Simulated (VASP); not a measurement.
# Si16Ge (a cell with a defect) in VASP: notebook

The runs below take Si16Ge (a cell with a defect) through single point, with LDA.

All numbers are computed with VASP 6.6.1; they aren't measurements. Logs are shortened: lines on timing, memory, paths and dates and some standing lists are left out, and cuts for length are marked.

### 1 The cell of the first run

The cell holds a defect, 17 atoms: a = 7.679 Å, b = 7.679 Å, c = 7.679 Å, α = 60.00°, β = 60.00°, γ = 60.00°.

### 2 Single point, LDA

Input file INCAR:

```
PREC     = Accurate       # precision mode
ENCUT    = 520            # plane-wave cutoff, eV
EDIFF    = 1E-6           # SCF threshold, eV
ISMEAR   = -1             # smearing method
SIGMA    = 0.05           # smearing width, eV
LREAL    = Auto         
LASPH    = True           # aspherical terms in the spheres
NELM     = 60             # most SCF steps
ALGO     = Normal         # electronic algorithm
ISIF     = 2              # what is computed and relaxed
LWAVE    = False          # write WAVECAR
LCHARG   = False          # write CHGCAR
GGA      = CA             # functional
NBANDS   = 53             # bands
```

Input file KPOINTS:

```
Automatic mesh
0
Gamma
  2 2 2
```

Input file POSCAR:

```
Si16Ge
1.0
    0.0000000000      5.4300000000      5.4300000000
    5.4300000000      0.0000000000      5.4300000000
    5.4300000000      5.4300000000      0.0000000000
Si Ge
16 1
Direct
    0.0236721915     -0.0080585635     -0.0077441989
    0.1311443831      0.1252939227      0.1247539595
   -0.0025946593      0.0106000000      0.4959543278
    0.1314183241      0.1247625230      0.6189560773
   -0.0029329650      0.4964837937      0.0097627993
    0.1310132597      0.6186246777      0.1248627993
   -0.0026949355      0.4959380295      0.4960627072
    0.0973516575      0.6344807551      0.6336105893
    0.5021832413      0.0065637201      0.0056537753
    0.6509244015      0.1165770718      0.1159245856
    0.5024067219      0.0063560773      0.4849709945
    0.6173594843      0.1486224678      0.6167066298
    0.5020549724      0.4855724678      0.0057553407
    0.6170336096      0.6175115101      0.1478901473
    0.4632396869      0.5125070902      0.5116875691
    0.6172397790      0.6173020258      0.6167443831
    0.7031906998      0.7657938306      0.7650829650
```

Potentials or basis: VASP PAW LDA potentials, release 64 (Si, Ge_d).

Run with:

```console
cat potpaw_LDA.64/Si/POTCAR potpaw_LDA.64/Ge_d/POTCAR > POTCAR
mpirun -np 1 vasp_std > vasp.out
```

OUTCAR:

```text
PREC = Accurate
   ENCUT = 520
   EDIFF = 1E-6
   ISMEAR = -1
   LREAL = Auto
   LASPH = True
   NELM = 60
   ISIF = 2
   GGA = CA

 ion  position               nearest neighbor table
   1  0.024  0.992  0.992-  10 2.34   4 2.34   2 2.34   6 2.34
   2  0.131  0.125  0.125-   9 2.33   5 2.33   3 2.33   1 2.34
   3  0.997  0.011  0.496-   4 2.33   2 2.33   8 2.36  12 2.38  17 2.93
   4  0.131  0.125  0.619-  11 2.33   3 2.33   7 2.33   1 2.34
   5  0.997  0.496  0.010-   6 2.33   2 2.33   8 2.36  14 2.38  17 2.93
   6  0.131  0.619  0.125-  13 2.33   5 2.33   7 2.33   1 2.34
   7  0.997  0.496  0.496-   4 2.33   6 2.33   8 2.36  16 2.38  17 2.93
   8  0.097  0.634  0.634-  15 2.29   3 2.36   5 2.36   7 2.36  17 2.47
   9  0.502  0.007  0.006-  10 2.32   2 2.33  12 2.44  14 2.44  17 2.63
  10  0.651  0.117  0.116-  13 2.32   9 2.32  11 2.32   1 2.34
  11  0.502  0.006  0.485-  10 2.32   4 2.33  12 2.44  16 2.44  17 2.63
  12  0.617  0.149  0.617-  15 2.29   3 2.38  17 2.42   9 2.44  11 2.44
  13  0.502  0.486  0.006-  10 2.32   6 2.33  16 2.44  14 2.44  17 2.63
  14  0.617  0.618  0.148-  15 2.29   5 2.38  17 2.42  13 2.44   9 2.44
  15  0.463  0.513  0.512-  14 2.29  16 2.29  12 2.29   8 2.29
  16  0.617  0.617  0.617-  15 2.29   7 2.38  17 2.42  13 2.44  11 2.44
  17  0.703  0.766  0.765-  16 2.42  14 2.42  12 2.42   8 2.47  11 2.63  13 2.63   9 2.63   5 2.93
                             7 2.93   3 2.93

  LATTYP: Found a face centered cubic cell.
 ALAT       =    10.8600000000

  Lattice vectors:

 A1 = (   0.0000000000,   5.4300000000,   5.4300000000)
 A2 = (   5.4300000000,   0.0000000000,   5.4300000000)
 A3 = (   5.4300000000,   5.4300000000,   0.0000000000)

Analysis of symmetry for initial positions (statically):
=====================================================================
 Subroutine PRICEL returns:
 Original cell was already a primitive cell.

 Routine SETGRP: Setting up the symmetry group for a
 face centered cubic supercell.

 Subroutine GETGRP returns: Found  1 space group operations
 (whereof  1 operations were pure point group operations)
 out of a pool of 48 trial point group operations.

The static configuration has the point symmetry C_1 .

Analysis of symmetry for dynamics (positions and initial velocities):
=====================================================================
 Subroutine PRICEL returns:
 Original cell was already a primitive cell.

 Routine SETGRP: Setting up the symmetry group for a
 face centered cubic supercell.

 Subroutine GETGRP returns: Found  1 space group operations
 (whereof  1 operations were pure point group operations)
 out of a pool of 48 trial point group operations.

The dynamic configuration has the point symmetry C_1 .

 Subroutine INISYM returns: Found  1 space group operations
 (whereof  1 operations are pure point group operations),
 and found     1 'primitive' translations

----------------------------------------------------------------------------------------

                                     Primitive cell

  volume of cell :     320.2060

  direct lattice vectors                    reciprocal lattice vectors
     0.000000000  5.430000000  5.430000000    -0.092081031  0.092081031  0.092081031
     5.430000000  0.000000000  5.430000000     0.092081031 -0.092081031  0.092081031
     5.430000000  5.430000000  0.000000000     0.092081031  0.092081031 -0.092081031

  length of vectors
     7.679179644  7.679179644  7.679179644     0.159489025  0.159489025  0.159489025

  position of ions in fractional coordinates (direct lattice)
     0.023672191  0.991941436  0.992255801
     0.131144383  0.125293923  0.124753959
     0.997405341  0.010600000  0.495954328
     0.131418324  0.124762523  0.618956077
     0.997067035  0.496483794  0.009762799
     0.131013260  0.618624678  0.124862799
[... 9 lines left out ...]
     0.617239779  0.617302026  0.616744383
     0.703190700  0.765793831  0.765082965

  ion indices of the primitive-cell ions
   primitive index   ion index
                 1           1
                 2           2
                 3           3
                 4           4
                 5           5
                 6           6
[... 9 lines left out ...]
                16          16
                17          17

----------------------------------------------------------------------------------------

 KPOINTS: Automatic mesh

Automatic generation of k-mesh.
 Grid dimensions read from file:
 generate k-points for:    2    2    2

 Generating k-lattice:

  Cartesian coordinates                     Fractional coordinates (reciprocal lattice)
    -0.046040516  0.046040516  0.046040516     0.500000000  0.000000000  0.000000000
     0.046040516 -0.046040516  0.046040516     0.000000000  0.500000000  0.000000000
     0.046040516  0.046040516 -0.046040516     0.000000000  0.000000000  0.500000000

  Length of vectors
     0.079744512  0.079744512  0.079744512

  Shift w.r.t. Gamma in fractional coordinates (k-lattice)
     0.000000000  0.000000000  0.000000000

 Subroutine IBZKPT returns following result:
 ===========================================

 Found      8 irreducible k-points:

 Following reciprocal coordinates:
            Coordinates               Weight
  0.000000  0.000000  0.000000      1.000000
  0.500000  0.000000  0.000000      1.000000
  0.000000  0.500000  0.000000      1.000000
  0.000000  0.000000  0.500000      1.000000
  0.500000  0.500000  0.500000      1.000000
  0.500000  0.500000  0.000000      1.000000
  0.000000  0.500000  0.500000      1.000000
  0.500000  0.000000  0.500000      1.000000
   k-points           NKPTS =      8   k-points in BZ     NKDIM =      8   number of bands    NBANDS=     53
   number of dos      NEDOS =    301   number of ions     NIONS =     17
   total plane-waves  NPLWV = 216000
   dimension x,y,z NGX =    60 NGY =   60 NGZ =   60
   dimension x,y,z NGXF=   120 NGYF=  120 NGZF=  120
   ions per type =              16   1
   NGX,Y,Z   is equivalent  to a cutoff of  12.99, 12.99, 12.99 a.u.
   NGXF,Y,Z  is equivalent  to a cutoff of  25.98, 25.98, 25.98 a.u.
 SYSTEM =  unknown system
   PREC   = accura    normal or accurate (medium, high low for compatibility)
   ISTART =      0    job   : 0-new  1-cont  2-samecut
   ICHARG =      2    charge: 1-file 2-atom 10-const
   ISPIN  =      1    spin polarized calculation?
   LNONCOLLINEAR =      F non collinear calculations
   LSORBIT =      F    spin-orbit coupling
   LASPH  =      T    aspherical Exc in radial PAW
   ENCUT  =  520.0 eV  38.22 Ry    6.18 a.u.  14.28 14.28 14.28*2*pi/ulx,y,z
   NELM   =     60;   NELMIN=  2; NELMDL= -5     # of ELM steps
   EDIFF  = 0.1E-05   stopping-criterion for ELM
   LREAL  =      T    real-space projection
   EDIFFG = 0.1E-04   stopping-criterion for IOM
   NSW    =      0    number of steps for IOM
   IBRION =     -1    ionic relax: 0-MD 1-quasi-New 2-CG
   NFREE  =      0    steps in history (QN), initial steepest desc. (CG)
   ISIF   =      2    stress and relaxation
   ISYM   =      2    0-nonsym 1-usesym 2-fastsym
   POTIM  = 0.5000    time-step for ionic-motion
   TEBEG  =    0.0;   TEEND  =   0.0 temperature during run
   PSTRESS=    0.0 pullay stress
   NELECT =      78.0000    total number of electrons
   NUPDOWN=      -1.0000    fix difference up-down
   EMIN   =  10.00;   EMAX   =-10.00  energy-range for DOS
   EFERMI =   0.00;   METHOD = LEGACY
   ISMEAR =    -1;   SIGMA  =   0.05  broadening in eV -4-tet -1-fermi 0-gaus
   EFERMI_NEDOS =   21; number of points for ismear=-14 and -15
   IALGO  =     38    algorithm
   IMIX   =      4    mixing-type and parameters
     AMIX     =   0.40;   BMIX     =  1.00
     AMIX_MAG =   1.60;   BMIX_MAG =  1.00
  volume/ion in A,a.u.               =      18.84       127.11
  Fermi-wavevector in a.u.,A,eV,Ry     =   1.022421  1.932096 14.222785  1.045345
  Thomas-Fermi vector in A             =   2.156100
   LORBIT       =      0    0 simple, 1 ext, 2 COOP (PROOUT), +10 PAW based schemes
   GGA     = CA    functional components
   LHFCALC =     F    Hartree Fock is set to
   AEXX    =    0.0000 exact exchange contribution
   IVDW    =     0    specifies the selected vdW correction
   LEPSILON=     F    determine dielectric tensor
   LRPA    =     F    only Hartree local field effects (RPA)
 non-spin polarized calculation
  energy-cutoff  :      520.00
  volume of cell :      320.21
 maximum number of plane-waves:      8646
 NGX is ok and might be reduce to    60
   NGX = 29   NGY = 29   NGZ = 29

 number of electron      78.0000001 magnetization

 Free energy of the ion-electron system (eV)
  ---------------------------------------------------
  ext. energy  EPLUGINS =         0.00000000
  ---------------------------------------------------
  free energy    TOTEN  =       -96.43151247 eV

  energy without entropy =      -96.39059046  energy(sigma->0) =      -96.41105146

 E-fermi :   6.7621     XC(G=0):  -9.9367

 val. band max:        6.6211777975   @ k =   0.0000   0.0000   0.0000
 cond. band min:       6.8028734160   @ k =   0.0000   0.0000   0.0000
 fundamental gap:      0.1816956185
 Fermi energy:         6.7620843289

 k-point     1 :       0.0000    0.0000    0.0000
  band No.  band energies     occupation
      1     -18.4326      2.00000
      2     -18.4313      2.00000
      3     -18.4313      2.00000
      4     -18.4160      2.00000
      5     -18.4158      2.00000
      6      -6.5781      2.00000
[... 43 lines left out ...]
     50       8.1015      0.00000
     51       8.8501      0.00000

 k-point     2 :       0.5000    0.0000    0.0000
  band No.  band energies     occupation
      1     -18.4326      2.00000
      2     -18.4313      2.00000
      3     -18.4313      2.00000
      4     -18.4161      2.00000
      5     -18.4158      2.00000
      6      -6.2670      2.00000
[... 43 lines left out ...]
     50       9.7448      0.00000
     51       9.9649      0.00000

 k-point     3 :       0.0000    0.5000    0.0000
  band No.  band energies     occupation
      1     -18.4326      2.00000
      2     -18.4313      2.00000
      3     -18.4313      2.00000
      4     -18.4161      2.00000
      5     -18.4158      2.00000
      6      -6.2448      2.00000
[... 43 lines left out ...]
     50       9.7213      0.00000
     51       9.7763      0.00000

 k-point     4 :       0.0000    0.0000    0.5000
  band No.  band energies     occupation
      1     -18.4326      2.00000
      2     -18.4313      2.00000
      3     -18.4313      2.00000
      4     -18.4161      2.00000
      5     -18.4158      2.00000
      6      -6.2450      2.00000
[... 43 lines left out ...]
     50       9.7238      0.00000
     51       9.7744      0.00000

 k-point     5 :       0.5000    0.5000    0.5000
  band No.  band energies     occupation
      1     -18.4326      2.00000
      2     -18.4313      2.00000
      3     -18.4313      2.00000
      4     -18.4161      2.00000
      5     -18.4158      2.00000
      6      -6.2449      2.00000
[... 43 lines left out ...]
     50       9.7217      0.00000
     51       9.7756      0.00000

 k-point     6 :       0.5000    0.5000    0.0000
  band No.  band energies     occupation
      1     -18.4326      2.00000
      2     -18.4313      2.00000
      3     -18.4313      2.00000
      4     -18.4160      2.00000
      5     -18.4158      2.00000
      6      -6.1475      2.00000
[... 43 lines left out ...]
     50      10.2054      0.00000
     51      10.3018      0.00000

 k-point     7 :       0.0000    0.5000    0.5000
  band No.  band energies     occupation
      1     -18.4326      2.00000
      2     -18.4313      2.00000
      3     -18.4313      2.00000
      4     -18.4160      2.00000
      5     -18.4158      2.00000
      6      -6.1475      2.00000
[... 43 lines left out ...]
     50      10.2058      0.00000
     51      10.3015      0.00000

 k-point     8 :       0.5000    0.0000    0.5000
  band No.  band energies     occupation
      1     -18.4326      2.00000
      2     -18.4313      2.00000
      3     -18.4313      2.00000
      4     -18.4161      2.00000
      5     -18.4158      2.00000
      6      -6.1475      2.00000
[... 43 lines left out ...]
     50      10.2064      0.00000
     51      10.3005      0.00000
 [bands above 51 left out]

------------------------ aborting loop because EDIFF is reached ----------------------------------------

  FORCE on cell =-STRESS in cart. coord.  units (eV):
  Direction    XX          YY          ZZ          XY          YZ          ZX
  --------------------------------------------------------------------------------------
  -------------------------------------------------------------------------------------
  Total        5.3958845      5.4036441      5.3923499      0.4545060     -0.4461838      0.4381972
  in kB       26.9987553     27.0375810     26.9810697      2.2741585     -2.2325177      2.1925560
  external PRESSURE =      27.0058020 kB  Pullay stress =       0.0000000 kB

 VOLUME and BASIS-vectors are now :
 -----------------------------------------------------------------------------
  energy-cutoff  :      520.00
  volume of cell :      320.21
      direct lattice vectors                 reciprocal lattice vectors
     0.000000000  5.430000000  5.430000000    -0.092081031  0.092081031  0.092081031
     5.430000000  0.000000000  5.430000000     0.092081031 -0.092081031  0.092081031
     5.430000000  5.430000000  0.000000000     0.092081031  0.092081031 -0.092081031

 POSITION                                       TOTAL-FORCE (eV/Angst)
 -----------------------------------------------------------------------------------
     10.77419      5.51649      5.51478         0.047465     -0.050862     -0.046166
      1.35776      1.38953      1.39246         0.008279     -0.023096     -0.024165
      2.75059      8.10894      5.47347        -0.006244      0.002484     -0.024058
      4.03839      4.07453      1.39106         0.022548     -0.016451     -0.022499
      2.74892      5.46709      8.10998        -0.003092     -0.018344      0.002499
      4.03714      1.38941      4.07053         0.024207     -0.022406     -0.006423
[... 9 lines left out ...]
      6.70087      6.70053      6.70356         0.081373      0.013903      0.009128
      8.31266      7.97273      7.97659        -0.163283      0.165610      0.164128
 -----------------------------------------------------------------------------------
    total drift:                               -0.003359      0.007442      0.003394

  FREE ENERGIE OF THE ION-ELECTRON SYSTEM (eV)
  ---------------------------------------------------
  free  energy   TOTEN  =       -96.4315124681 eV

  energy  without entropy=      -96.3905904551  energy(sigma->0) =      -96.41105146
```

It took 1.7 min on 1 thread of Intel Xeon 6975P-C (Granite Rapids), shared host; peak memory 0.4 GiB.

What came out:

- Free energy: -96.4315 eV
- Pressure: 2.7 GPa
- Largest force: 0.285 eV/Å
- Band gap on the k mesh: zero (band 39 reaches 6.84 eV, above the bottom of band 40 at 6.62 eV)

Forces in eV/Å, atoms in the order of the input:
```
Si   0.047 -0.051 -0.046
Si   0.008 -0.023 -0.024
Si  -0.006  0.002 -0.024
Si   0.023 -0.016 -0.022
Si  -0.003 -0.018  0.002
Si   0.024 -0.022 -0.006
Si   0.024  0.002  0.007
Si  -0.079  0.083  0.079
Si   0.015 -0.024 -0.030
Si   0.056 -0.055 -0.057
Si   0.027 -0.020 -0.031
Si  -0.007  0.013 -0.079
Si   0.028 -0.025 -0.013
Si  -0.014 -0.086  0.013
Si  -0.060  0.061  0.058
Si   0.081  0.014  0.009
Ge  -0.163  0.166  0.164
```

Stress tensor (GPa, compression positive):
```
 2.70  0.23  0.22
 0.23  2.70 -0.22
 0.22 -0.22  2.70
```

Caveat: the k points lie up to 0.50 Å⁻¹ apart.

[end of part 1 of 2]
